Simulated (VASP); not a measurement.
# MgO in VASP: settings compared, part 2 of 2

VASP 6.6.1. The steps go on from the part before.

### 4 Single point, PBE0

This run uses another cell than the first one, of 10.42 Å³/atom.

File POSCAR:

```
MgO
1.0
    2.9766835069      0.0000000000      0.0000000000
   -1.4883417534      2.5778835360      0.0000000000
    0.0000000000      0.0000000000      2.7149429912
Mg O
1 1
Direct
    0.0000000000      0.0000000000      0.0000000000
    0.3333333333      0.6666666667      0.5000000000
```

File INCAR.step1:

```
SYSTEM = MgO
PREC = Accurate ; ENCUT = 520
EDIFF = 1E-5 ; ISMEAR = -1
SIGMA = 0.05 ; LREAL = .FALSE.
LASPH = .TRUE. ; NELM = 60
ALGO = Normal ; ISIF = 2
LWAVE = .TRUE. ; LCHARG = .FALSE.
GGA = PE ; NBANDS = 11
```

File INCAR.step2:

```
SYSTEM = MgO
PREC = Accurate ; ENCUT = 520
EDIFF = 1E-6 ; ISMEAR = -1
SIGMA = 0.05 ; LREAL = .FALSE.
LASPH = .TRUE. ; NELM = 60
ALGO = Normal ; ISIF = 2
LWAVE = .FALSE. ; LCHARG = .FALSE.
GGA = PE ; LHFCALC = .TRUE.
AEXX = 0.25 ; PRECFOCK = Normal
ISTART = 1 ; NBANDS = 11
```

File KPOINTS:

```
Automatic mesh
0
G
  6 6 6
  0 0 0
```

Potentials or basis: VASP PAW PBE potentials, release 64 (Mg, O).

Command:

```
$ cat potpaw_PBE.64/Mg/POTCAR potpaw_PBE.64/O/POTCAR > POTCAR
$ cp INCAR.step1 INCAR
$ mpirun -np 1 vasp_std > vasp.out
$ cp INCAR.step2 INCAR
$ mpirun -np 1 vasp_std > vasp.out
```

OUTCAR:

```text
SYSTEM = MgO
   PREC = Accurate
   ENCUT = 520
   EDIFF = 1E-6
   ISMEAR = -1
   LREAL = .FALSE.
   LASPH = .TRUE.
   NELM = 60
   ISIF = 2
   GGA = PE
   LHFCALC = .TRUE.
   AEXX = 0.25
   PRECFOCK = Normal
   ISTART = 1

 ion  position               nearest neighbor table
   1  0.000  0.000  0.000-   2 2.19   2 2.19   2 2.19   2 2.19   2 2.19   2 2.19
   2  0.333  0.667  0.500-   1 2.19   1 2.19   1 2.19   1 2.19   1 2.19   1 2.19

  LATTYP: Found a hexagonal cell.
 ALAT       =     2.9766835069
 C/A-ratio  =     0.9120697531

  Lattice vectors:

 A1 = (   2.9766835069,   0.0000000000,   0.0000000000)
 A2 = (  -1.4883417534,   2.5778835360,   0.0000000000)
 A3 = (   0.0000000000,   0.0000000000,   2.7149429912)

Analysis of symmetry for initial positions (statically):
=====================================================================
 Subroutine PRICEL returns:
 Original cell was already a primitive cell.

 Routine SETGRP: Setting up the symmetry group for a
 hexagonal supercell.

 Subroutine GETGRP returns: Found 12 space group operations
 (whereof 12 operations were pure point group operations)
 out of a pool of 24 trial point group operations.

The static configuration has the point symmetry D_3h.

Analysis of symmetry for dynamics (positions and initial velocities):
=====================================================================
 Subroutine PRICEL returns:
 Original cell was already a primitive cell.

 Routine SETGRP: Setting up the symmetry group for a
 hexagonal supercell.

 Subroutine GETGRP returns: Found 12 space group operations
 (whereof 12 operations were pure point group operations)
 out of a pool of 24 trial point group operations.

The dynamic configuration has the point symmetry D_3h.

 Subroutine INISYM returns: Found 12 space group operations
 (whereof 12 operations are pure point group operations),
 and found     1 'primitive' translations

----------------------------------------------------------------------------------------

                                     Primitive cell

  volume of cell :      20.8332

  direct lattice vectors                    reciprocal lattice vectors
     2.976683507  0.000000000  0.000000000     0.335944348  0.193957560  0.000000000
    -1.488341753  2.577883536  0.000000000     0.000000000  0.387915120  0.000000000
     0.000000000  0.000000000  2.714942991     0.000000000  0.000000000  0.368331859

  length of vectors
     2.976683507  2.976683507  2.714942991     0.387915120  0.387915120  0.368331859

  position of ions in fractional coordinates (direct lattice)
     0.000000000  0.000000000  0.000000000
     0.333333333  0.666666667  0.500000000

  ion indices of the primitive-cell ions
   primitive index   ion index
                 1           1
                 2           2

----------------------------------------------------------------------------------------

 KPOINTS: Automatic mesh

Automatic generation of k-mesh.
 Grid dimensions read from file:
 generate k-points for:    6    6    6

 Generating k-lattice:

  Cartesian coordinates                     Fractional coordinates (reciprocal lattice)
     0.055990725  0.032326260  0.000000000     0.166666667  0.000000000  0.000000000
     0.000000000  0.064652520  0.000000000     0.000000000  0.166666667  0.000000000
[... 42 lines left out ...]
   total plane-waves  NPLWV =  11520
   dimension x,y,z NGX =    24 NGY =   24 NGZ =   20
   dimension x,y,z NGXF=    48 NGYF=   48 NGZF=   40
   ions per type =               1   1
   NGX,Y,Z   is equivalent  to a cutoff of  13.40, 13.40, 12.25 a.u.
   NGXF,Y,Z  is equivalent  to a cutoff of  26.81, 26.81, 24.49 a.u.
 SYSTEM =  MgO
   PREC   = accura    normal or accurate (medium, high low for compatibility)
   ISTART =      1    job   : 0-new  1-cont  2-samecut
   ICHARG =      0    charge: 1-file 2-atom 10-const
   ISPIN  =      1    spin polarized calculation?
   LNONCOLLINEAR =      F non collinear calculations
   LSORBIT =      F    spin-orbit coupling
   LASPH  =      T    aspherical Exc in radial PAW
   ENCUT  =  520.0 eV  38.22 Ry    6.18 a.u.   5.53  5.53  5.05*2*pi/ulx,y,z
   NELM   =     60;   NELMIN=  2; NELMDL=  0     # of ELM steps
   EDIFF  = 0.1E-05   stopping-criterion for ELM
   LREAL  =      F    real-space projection
   EDIFFG = 0.1E-04   stopping-criterion for IOM
   NSW    =      0    number of steps for IOM
   IBRION =     -1    ionic relax: 0-MD 1-quasi-New 2-CG
   NFREE  =      0    steps in history (QN), initial steepest desc. (CG)
   ISIF   =      2    stress and relaxation
   ISYM   =      3    0-nonsym 1-usesym 2-fastsym
   POTIM  = 0.5000    time-step for ionic-motion
   TEBEG  =    0.0;   TEEND  =   0.0 temperature during run
   PSTRESS=    0.0 pullay stress
   NELECT =       8.0000    total number of electrons
   NUPDOWN=      -1.0000    fix difference up-down
   EMIN   =  10.00;   EMAX   =-10.00  energy-range for DOS
   EFERMI =   0.00;   METHOD = LEGACY
   ISMEAR =    -1;   SIGMA  =   0.05  broadening in eV -4-tet -1-fermi 0-gaus
   EFERMI_NEDOS =   21; number of points for ismear=-14 and -15
   IALGO  =     38    algorithm
   IMIX   =      1    mixing-type and parameters
     AMIX     =   0.40;   BMIX     =  1.00
     AMIX_MAG =   1.60;   BMIX_MAG =  1.00
  volume/ion in A,a.u.               =      10.42        70.29
  Fermi-wavevector in a.u.,A,eV,Ry     =   1.189924  2.248631 19.264753  1.415919
  Thomas-Fermi vector in A             =   2.326020
   LORBIT       =      0    0 simple, 1 ext, 2 COOP (PROOUT), +10 PAW based schemes
   GGA     = PE    functional components
   LHFCALC =     T    Hartree Fock is set to
   PRECFOCK=normal    Normal, Fast or Accurate (Low or Medium for compatibility)
   ENCUT4O =  -1.0   cutoff for four orbital integrals eV
   NKREDX  =     1    reduce k-point grid by
   NKREDY  =     1    reduce k-point grid by
   NKREDZ  =     1    reduce k-point grid by
   AEXX    =    0.2500 exact exchange contribution
   HFSCREEN=    0.0000 screening length (either q_TF or 0.3 A-1)
   HFSCREENC=   0.0000 screening length for correlation (either q_TF or 0.3 A-1)
   ENCUTFOCK=  -1.0 apply spherical cutoff to Coloumb kernel
   IVDW    =     0    specifies the selected vdW correction
   LEPSILON=     F    determine dielectric tensor
   LRPA    =     F    only Hartree local field effects (RPA)
 non-spin polarized calculation
  energy-cutoff  :      520.00
  volume of cell :       20.83
 maximum number of plane-waves:       576
 NGX is ok and might be reduce to    24
  NGX = 18; NGY = 18; NGZ = 16

 number of electron       8.0000000 magnetization

 Free energy of the ion-electron system (eV)
  ---------------------------------------------------
  ext. energy  EPLUGINS =         0.00000000
  ---------------------------------------------------
  free energy    TOTEN  =       -14.00138708 eV

  energy without entropy =      -14.00138708  energy(sigma->0) =      -14.00138708

 E-fermi :   2.4950     XC(G=0):  -8.2861

 val. band max:        1.4539824550   @ k =   0.3333   0.3333   0.0000
 cond. band min:       6.4315692241   @ k =   0.0000   0.0000   0.0000
 fundamental gap:      4.9775867691
 Fermi energy:         2.4949567998

 k-point     1 :       0.0000    0.0000    0.0000
  band No.  band energies     occupation
      1     -17.3747      2.00000
      2       0.8550      2.00000
      3       0.8550      2.00000
      4       1.0387      2.00000
      5       6.4316      0.00000
      6      15.7546      0.00000
      7      19.3662      0.00000
      8      19.3662      0.00000
      9      23.5489      0.00000
     10      24.7625      0.00000
     11      26.4727      0.00000
[... 309 lines left out ...]
 k-point    24 :       0.3333   -0.0000    0.5000
  band No.  band energies     occupation
      1     -15.8190      2.00000
      2      -2.8797      2.00000
      3      -1.2923      2.00000
      4       0.7887      2.00000
      5      10.3478      0.00000
      6      14.9498      0.00000
      7      18.4865      0.00000
      8      18.5514      0.00000
      9      19.3631      0.00000
     10      25.1635      0.00000
     11      25.5932      0.00000

 [... further k-points ...]
[... 5 lines left out ...]
  --------------------------------------------------------------------------------------
  -------------------------------------------------------------------------------------
  Total       -1.2960116     -1.2960116     -1.6302434     -0.0000000      0.0000000      0.0000000
  in kB      -99.6696185    -99.6696185   -125.3736759     -0.0000000      0.0000000      0.0000000
  external PRESSURE =    -108.2376376 kB  Pullay stress =       0.0000000 kB

 VOLUME and BASIS-vectors are now :
 -----------------------------------------------------------------------------
  energy-cutoff  :      520.00
  volume of cell :       20.83
      direct lattice vectors                 reciprocal lattice vectors
     2.976683507  0.000000000  0.000000000     0.335944348  0.193957560  0.000000000
    -1.488341753  2.577883536  0.000000000     0.000000000  0.387915120  0.000000000
     0.000000000  0.000000000  2.714942991     0.000000000  0.000000000  0.368331859

 POSITION                                       TOTAL-FORCE (eV/Angst)
 -----------------------------------------------------------------------------------
      0.00000      0.00000      0.00000        -0.000000      0.000000      0.000000
     -0.00000      1.71859      1.35747         0.000000      0.000000      0.000000
 -----------------------------------------------------------------------------------
    total drift:                                0.000001     -0.000000     -0.000000

  FREE ENERGIE OF THE ION-ELECTRON SYSTEM (eV)
  ---------------------------------------------------
  free  energy   TOTEN  =       -14.0013870823 eV

  energy  without entropy=      -14.0013870822  energy(sigma->0) =      -14.00138708
```

Wall time 11 min (1 thread of AMD EPYC 7R43 (Zen 3), shared host); peak memory 0.12 GiB.

Results:

| Property | Result |
| --- | --- |
| Free energy | -14.0014 eV |
| Pressure | -10.8 GPa |
| Band gap on the k mesh | 4.98 eV (least direct gap 5.39 eV) |

Caveat: the cell stands under tension; the PAW data sets were made with another functional, which shifts forces and pressure a little.

### 5 Single point, PBE0

This run uses another cell than the first one, of 10.62 Å³/atom.

File POSCAR:

```
MgO
1.0
    2.9956437857      0.0000000000      0.0000000000
   -1.4978218928      2.5943036191      0.0000000000
    0.0000000000      0.0000000000      2.7322360880
Mg O
1 1
Direct
    0.0000000000      0.0000000000      0.0000000000
    0.3333333333      0.6666666667      0.5000000000
```

File INCAR.step1:

```
  PREC = Accurate
  ENCUT = 520
  EDIFF = 1E-5
  ISMEAR = -1
  SIGMA = 0.05
  LREAL = False
  LASPH = True
  NELM = 100
  ALGO = Normal
  ISIF = 2
  LWAVE = True
  LCHARG = False
  GGA = PE
  NBANDS = 11
```

File INCAR.step2:

```
  PREC = Accurate
  ENCUT = 520
  EDIFF = 1E-6
  ISMEAR = -1
  SIGMA = 0.05
  LREAL = False
  LASPH = True
  NELM = 100
  ALGO = Normal
  ISIF = 2
  LWAVE = False
  LCHARG = False
  GGA = PE
  LHFCALC = True
  AEXX = 0.25
  PRECFOCK = Normal
  ISTART = 1
  NBANDS = 11
```

File KPOINTS:

```
regular mesh
0
Gamma
  6 6 6
```

Command:

```
$ cat potpaw_PBE.64/Mg/POTCAR potpaw_PBE.64/O/POTCAR > POTCAR
$ cp INCAR.step1 INCAR
$ mpirun -np 1 vasp_std > vasp.out
$ cp INCAR.step2 INCAR
$ mpirun -np 1 vasp_std > vasp.out
```

It took 12 min on 1 thread of AMD EPYC 7R43 (Zen 3), shared host; peak memory 0.11 GiB.

Results (log left out):

- Free energy: -13.9722 eV
- Pressure: -12.9 GPa
- Band gap on the k mesh: 4.82 eV (least direct gap 5.23 eV)

Stress tensor (GPa, compression positive):
```
-11.83   0.00   0.00
  0.00 -11.83   0.00
  0.00   0.00 -14.92
```

Levels at points of the mesh, in eV from the valence-band top:
```tsv
k point	band 2	band 3	band 4	band 5	band 6	band 7
(0.00, 0.00, 0.00)	-0.59	-0.59	-0.41	4.82	14.22	17.74
(0.50, 0.00, 0.00)	-4.94	-1.34	-0.05	8.71	12.70	15.34
(0.00, 0.00, 0.50)	-5.43	-0.08	-0.08	10.30	11.21	19.84
(0.50, 0.00, 0.50)	-3.78	-3.40	-0.82	7.98	13.59	16.07
```

Caveat: the cell stands under tension; the PAW data sets were made with another functional, which shifts forces and pressure a little.

### 6 Summary

```tsv
level	potentials or basis	cell	k mesh	cutoff (eV)	smearing	grid for exact exchange (PRECFOCK)	share of exact exchange	gap on the mesh (eV)	pressure (GPa)
r2SCAN	VASP PAW PBE potentials, release 64 (Mg_sv, O)	a = 2.938, b = 2.938, c = 2.680 Å, angles 90.0, 90.0, 120.0°, 2 atoms, atomic positions A	8 × 8 × 7	660	gaussian 0.1 eV	-	-	3.82	-5.6
PBE0	VASP PAW PBE potentials, release 64 (Mg, O)	a = 2.957, b = 2.957, c = 2.697 Å, angles 90.0, 90.0, 120.0°, 2 atoms, atomic positions B	6 × 6 × 6	520	fermi-dirac 0.05 eV	Normal	0.25	5.14	-8.6
PBE0	VASP PAW PBE potentials, release 64 (Mg, O)	a = 2.977, b = 2.977, c = 2.715 Å, angles 90.0, 90.0, 120.0°, 2 atoms, atomic positions B	6 × 6 × 6	520	fermi-dirac 0.05 eV	Normal	0.25	4.98	-10.8
PBE0	VASP PAW PBE potentials, release 64 (Mg, O)	a = 2.996, b = 2.996, c = 2.732 Å, angles 90.0, 90.0, 120.0°, 2 atoms, atomic positions B	6 × 6 × 6	520	fermi-dirac 0.05 eV	Normal	0.25	4.82	-12.9
```

Alike in all rows: task single point; no spin polarisation.

Caveats: the cell stands under tension; the PAW data sets were made with another functional, which shifts forces and pressure a little; an odd mesh through Γ misses points on the zone boundary, where band edges can lie (at least some runs).

Absolute energies hang on the potentials; compare differences alone.
